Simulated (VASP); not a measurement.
# Ca (P6_3/mmc) in VASP: a series of runs

Ca is run at these levels: r2SCAN; tasks: single point.

Program: VASP 6.6.1. These are calculated values, not measurements. Logs are shortened: lines on timing, memory, paths and dates and some standing lists are left out, and cuts for length are marked.

## (1) The cell of the first run

The structure is hexagonal, space group P6_3/mmc (No. 194). The conventional cell has a = 3.975 Å, b = 3.975 Å, c = 13.028 Å, α = 90.00°, β = 90.00°, γ = 120.00°. Ca (site symmetry -3m) has 12 Ca at 3.98 Å within 5.2 Å. Ca (site symmetry -6m2) has 12 Ca at 3.98 Å within 5.2 Å.

This isn't the form of Ca at room conditions, which is fcc.

## (2) Single point, r2SCAN (44.58 Å³/atom)

POSCAR reads:

```
Ca
1.0
    3.9753779263      0.0000000000      0.0000000000
   -1.9876889631      3.4427782738      0.0000000000
    0.0000000000      0.0000000000     13.0283304137
Ca
4
Direct
    0.0000000000      0.0000000000      0.0000000000
    0.3333333333      0.6666666667      0.2500000000
    0.0000000000      0.0000000000      0.5000000000
    0.6666666667      0.3333333333      0.7500000000
```

INCAR.step1 reads:

```
PREC = Accurate ; ENCUT = 520
ISMEAR = 0 ; SIGMA = 0.1
LREAL = F ; LASPH = T
NELM = 80 ; NBANDS = 28
GGA = PE ; ALGO = Normal
EDIFF = 1E-4 ; LWAVE = T
LCHARG = F
```

INCAR.step2 reads:

```
PREC = Accurate ; ENCUT = 520
EDIFF = 1E-6 ; ISMEAR = 0
SIGMA = 0.1 ; LREAL = F
LASPH = T ; NELM = 80
ALGO = Normal ; ISIF = 2
LWAVE = F ; LCHARG = F
METAGGA = R2SCAN ; LMIXTAU = T
NBANDS = 28 ; ISTART = 1
```

KPOINTS reads:

```
Automatic mesh
0
Gamma
  12 12 4
```

Potentials or basis: VASP PAW PBE potentials, release 64 (Ca_sv).

On the command line:

```sh
$ cat potpaw_PBE.64/Ca_sv/POTCAR > POTCAR
$ cp INCAR.step1 INCAR
$ mpirun -np 1 vasp_std > vasp.out
$ cp INCAR.step2 INCAR
$ mpirun -np 1 vasp_std > vasp.out
```

OUTCAR:

```text
PREC = Accurate
   ENCUT = 520
   EDIFF = 1E-6
   ISMEAR = 0
   LREAL = F
   LASPH = T
   NELM = 80
   ISIF = 2
   METAGGA = R2SCAN
   ISTART = 1

 ion  position               nearest neighbor table
   1  0.000  0.000  0.000-
   2  0.333  0.667  0.250-
   3  0.000  0.000  0.500-
   4  0.667  0.333  0.750-

  LATTYP: Found a hexagonal cell.
 ALAT       =     3.9753779263
 C/A-ratio  =     3.2772558120

  Lattice vectors:

 A1 = (   3.9753779263,   0.0000000000,   0.0000000000)
 A2 = (  -1.9876889631,   3.4427782738,   0.0000000000)
 A3 = (   0.0000000000,   0.0000000000,  13.0283304137)

Analysis of symmetry for initial positions (statically):
=====================================================================
 Subroutine PRICEL returns:
 Original cell was already a primitive cell.

 Routine SETGRP: Setting up the symmetry group for a
 hexagonal supercell.

 Subroutine GETGRP returns: Found 24 space group operations
 (whereof 12 operations were pure point group operations)
 out of a pool of 24 trial point group operations.

The static configuration has the point symmetry D_3d.
 The point group associated with its full space group is D_6h.

Analysis of symmetry for dynamics (positions and initial velocities):
=====================================================================
 Subroutine PRICEL returns:
 Original cell was already a primitive cell.

 Routine SETGRP: Setting up the symmetry group for a
 hexagonal supercell.

 Subroutine GETGRP returns: Found 24 space group operations
 (whereof 12 operations were pure point group operations)
 out of a pool of 24 trial point group operations.

The dynamic configuration has the point symmetry D_3d.
 The point group associated with its full space group is D_6h.

 Subroutine INISYM returns: Found 24 space group operations
 (whereof 12 operations are pure point group operations),
 and found     1 'primitive' translations

----------------------------------------------------------------------------------------

                                     Primitive cell

  volume of cell :     178.3102

  direct lattice vectors                    reciprocal lattice vectors
     3.975377926  0.000000000  0.000000000     0.251548411  0.145231543  0.000000000
    -1.987688963  3.442778274  0.000000000     0.000000000  0.290463085  0.000000000
     0.000000000  0.000000000 13.028330414     0.000000000  0.000000000  0.076755806

  length of vectors
     3.975377926  3.975377926 13.028330414     0.290463085  0.290463085  0.076755806

  position of ions in fractional coordinates (direct lattice)
     0.000000000  0.000000000  0.000000000
     0.333333333  0.666666667  0.250000000
     0.000000000  0.000000000  0.500000000
     0.666666667  0.333333333  0.750000000

  ion indices of the primitive-cell ions
   primitive index   ion index
                 1           1
                 2           2
                 3           3
                 4           4

----------------------------------------------------------------------------------------

 KPOINTS: Automatic mesh

Automatic generation of k-mesh.
 Grid dimensions read from file:
 generate k-points for:   12   12    4

 Generating k-lattice:

  Cartesian coordinates                     Fractional coordinates (reciprocal lattice)
     0.020962368  0.012102629  0.000000000     0.083333333  0.000000000  0.000000000
     0.000000000  0.024205257  0.000000000     0.000000000  0.083333333  0.000000000
     0.000000000  0.000000000  0.019188951     0.000000000  0.000000000  0.250000000

  Length of vectors
     0.024205257  0.024205257  0.019188951

  Shift w.r.t. Gamma in fractional coordinates (k-lattice)
     0.000000000  0.000000000  0.000000000

 Subroutine IBZKPT returns following result:
 ===========================================

 Found     57 irreducible k-points:

 Following reciprocal coordinates:
            Coordinates               Weight
  0.000000  0.000000  0.000000      1.000000
  0.083333 -0.000000  0.000000      6.000000
  0.166667  0.000000  0.000000      6.000000
  0.250000  0.000000  0.000000      6.000000
  0.333333  0.000000  0.000000      6.000000
  0.416667 -0.000000  0.000000      6.000000
[... 16 lines left out ...]
  0.250000  0.000000  0.250000     12.000000
  0.333333  0.000000  0.250000     12.000000
 [... further k-points ...]
   k-points           NKPTS =     57   k-points in BZ     NKDIM =     57   number of bands    NBANDS=     28
   number of dos      NEDOS =    301   number of ions     NIONS =      4
   total plane-waves  NPLWV =  88200
   dimension x,y,z NGX =    30 NGY =   30 NGZ =   98
   dimension x,y,z NGXF=    60 NGYF=   60 NGZF=  196
   ions per type =               4
   NGX,Y,Z   is equivalent  to a cutoff of  12.55, 12.55, 12.51 a.u.
   NGXF,Y,Z  is equivalent  to a cutoff of  25.09, 25.09, 25.01 a.u.
 SYSTEM =  unknown system
   PREC   = accura    normal or accurate (medium, high low for compatibility)
   ISTART =      1    job   : 0-new  1-cont  2-samecut
   ICHARG =      0    charge: 1-file 2-atom 10-const
   ISPIN  =      1    spin polarized calculation?
   LNONCOLLINEAR =      F non collinear calculations
   LSORBIT =      F    spin-orbit coupling
   LASPH  =      T    aspherical Exc in radial PAW
   ENCUT  =  520.0 eV  38.22 Ry    6.18 a.u.   7.39  7.39 24.22*2*pi/ulx,y,z
   NELM   =     80;   NELMIN=  2; NELMDL=  0     # of ELM steps
   EDIFF  = 0.1E-05   stopping-criterion for ELM
   LREAL  =      F    real-space projection
   EDIFFG = 0.1E-04   stopping-criterion for IOM
   NSW    =      0    number of steps for IOM
   IBRION =     -1    ionic relax: 0-MD 1-quasi-New 2-CG
   NFREE  =      0    steps in history (QN), initial steepest desc. (CG)
   ISIF   =      2    stress and relaxation
   ISYM   =      2    0-nonsym 1-usesym 2-fastsym
   POTIM  = 0.5000    time-step for ionic-motion
   TEBEG  =    0.0;   TEEND  =   0.0 temperature during run
   PSTRESS=    0.0 pullay stress
   NELECT =      40.0000    total number of electrons
   NUPDOWN=      -1.0000    fix difference up-down
   EMIN   =  10.00;   EMAX   =-10.00  energy-range for DOS
   EFERMI =   0.00;   METHOD = LEGACY
   ISMEAR =     0;   SIGMA  =   0.10  broadening in eV -4-tet -1-fermi 0-gaus
   EFERMI_NEDOS =   21; number of points for ismear=-14 and -15
   IALGO  =     38    algorithm
   IMIX   =      4    mixing-type and parameters
     AMIX     =   0.40;   BMIX     =  1.00
     AMIX_MAG =   1.60;   BMIX_MAG =  1.00
  volume/ion in A,a.u.               =      44.58       300.82
  Fermi-wavevector in a.u.,A,eV,Ry     =   0.994724  1.879756 13.462645  0.989477
  Thomas-Fermi vector in A             =   2.126695
   LORBIT       =      0    0 simple, 1 ext, 2 COOP (PROOUT), +10 PAW based schemes
   METAGGA = R2SCAN    functional components
   LHFCALC =     F    Hartree Fock is set to
   AEXX    =    0.0000 exact exchange contribution
   IVDW    =     0    specifies the selected vdW correction
   LEPSILON=     F    determine dielectric tensor
   LRPA    =     F    only Hartree local field effects (RPA)
 non-spin polarized calculation
 Gauss-broadening in eV      SIGMA  =   0.10
  energy-cutoff  :      520.00
  volume of cell :      178.31
 maximum number of plane-waves:      4843
 NGX is ok and might be reduce to    30
   NGX = 15   NGY = 15   NGZ = 49

 number of electron      39.9999995 magnetization

 Free energy of the ion-electron system (eV)
  ---------------------------------------------------
  ext. energy  EPLUGINS =         0.00000000
  ---------------------------------------------------
  free energy    TOTEN  =       -28.11003087 eV

  energy without entropy =      -28.08385450  energy(sigma->0) =      -28.09694268

 E-fermi :   1.8289     XC(G=0):  -8.0425

 val. band max:        1.8283423782   @ k =   0.3333   0.2500   0.2500
 cond. band min:       1.8450621766   @ k =   0.3333   0.0000   0.0000
 fundamental gap:      0.0167197984
 Fermi energy:         1.8289407243

 k-point     1 :       0.0000    0.0000    0.0000
  band No.  band energies     occupation
      1     -42.1182      2.00000
      2     -42.1139      2.00000
      3     -42.1112      2.00000
      4     -42.1069      2.00000
      5     -22.2676      2.00000
      6     -22.2104      2.00000
[... 20 lines left out ...]
     27       4.3662      0.00000
     28       4.3925      0.00000

 k-point     2 :       0.0833   -0.0000    0.0000
  band No.  band energies     occupation
      1     -42.1176      2.00000
      2     -42.1134      2.00000
      3     -42.1107      2.00000
      4     -42.1065      2.00000
      5     -22.2649      2.00000
      6     -22.2112      2.00000
[... 20 lines left out ...]
     27       4.3775      0.00000
     28       4.4227      0.00000

 k-point     3 :       0.1667    0.0000    0.0000
  band No.  band energies     occupation
      1     -42.1157      2.00000
      2     -42.1120      2.00000
      3     -42.1093      2.00000
      4     -42.1056      2.00000
      5     -22.2573      2.00000
      6     -22.2155      2.00000
[... 20 lines left out ...]
     27       4.4096      0.00000
     28       4.5575      0.00000

 k-point     4 :       0.2500    0.0000    0.0000
  band No.  band energies     occupation
      1     -42.1131      2.00000
      2     -42.1101      2.00000
      3     -42.1074      2.00000
      4     -42.1045      2.00000
      5     -22.2468      2.00000
      6     -22.2296      2.00000
[... 578 lines left out ...]
     27       4.3694      0.00000
     28       4.5340      0.00000

 k-point    23 :       0.2500    0.0000    0.2500
  band No.  band energies     occupation
      1     -42.1128      2.00000
      2     -42.1109      2.00000
      3     -42.1067      2.00000
      4     -42.1048      2.00000
      5     -22.2456      2.00000
      6     -22.2357      2.00000
[... 20 lines left out ...]
     27       4.2214      0.00000
     28       4.3281      0.00000

 k-point    24 :       0.3333    0.0000    0.2500
  band No.  band energies     occupation
      1     -42.1101      2.00000
      2     -42.1087      2.00000
      3     -42.1051      2.00000
      4     -42.1037      2.00000
      5     -22.2515      2.00000
      6     -22.2444      2.00000
[... 20 lines left out ...]
     27       3.9586      0.00000
     28       4.1506      0.00000

 [... further k-points ...]

------------------------ aborting loop because EDIFF is reached ----------------------------------------

  FORCE on cell =-STRESS in cart. coord.  units (eV):
  Direction    XX          YY          ZZ          XY          YZ          ZX
  --------------------------------------------------------------------------------------
  -------------------------------------------------------------------------------------
  Total       -0.4887750     -0.4887750     -0.5341413     -0.0000000     -0.0000000      0.0000000
  in kB       -4.3918075     -4.3918075     -4.7994388     -0.0000000     -0.0000000      0.0000000
  external PRESSURE =      -4.5276846 kB  Pullay stress =       0.0000000 kB

 VOLUME and BASIS-vectors are now :
 -----------------------------------------------------------------------------
  energy-cutoff  :      520.00
  volume of cell :      178.31
      direct lattice vectors                 reciprocal lattice vectors
     3.975377926  0.000000000  0.000000000     0.251548411  0.145231543  0.000000000
    -1.987688963  3.442778274  0.000000000     0.000000000  0.290463085  0.000000000
     0.000000000  0.000000000 13.028330414     0.000000000  0.000000000  0.076755806

 POSITION                                       TOTAL-FORCE (eV/Angst)
 -----------------------------------------------------------------------------------
      0.00000      0.00000      0.00000         0.000000      0.000000      0.000000
     -0.00000      2.29519      3.25708         0.000000     -0.000000      0.000000
      0.00000      0.00000      6.51417         0.000000      0.000000      0.000000
      1.98769      1.14759      9.77125        -0.000000      0.000000     -0.000000
 -----------------------------------------------------------------------------------
    total drift:                               -0.000000      0.000000      0.000000

  FREE ENERGIE OF THE ION-ELECTRON SYSTEM (eV)
  ---------------------------------------------------
  free  energy   TOTEN  =       -28.1100308655 eV

  energy  without entropy=      -28.0838544956  energy(sigma->0) =      -28.09694268
```

Wall time 42 min (1 thread of Intel Xeon 8259CL, shared host); peak memory 0.46 GiB.

What came out:

```
Free energy            : -28.1100 eV
Pressure               : -0.5 GPa
Band gap on the k mesh : zero (bands 20 and 21 overlap by 0.70 eV)
```

Caveat: the PAW data sets were made with another functional, which shifts forces and pressure a little.

[end of part 1 of 2]
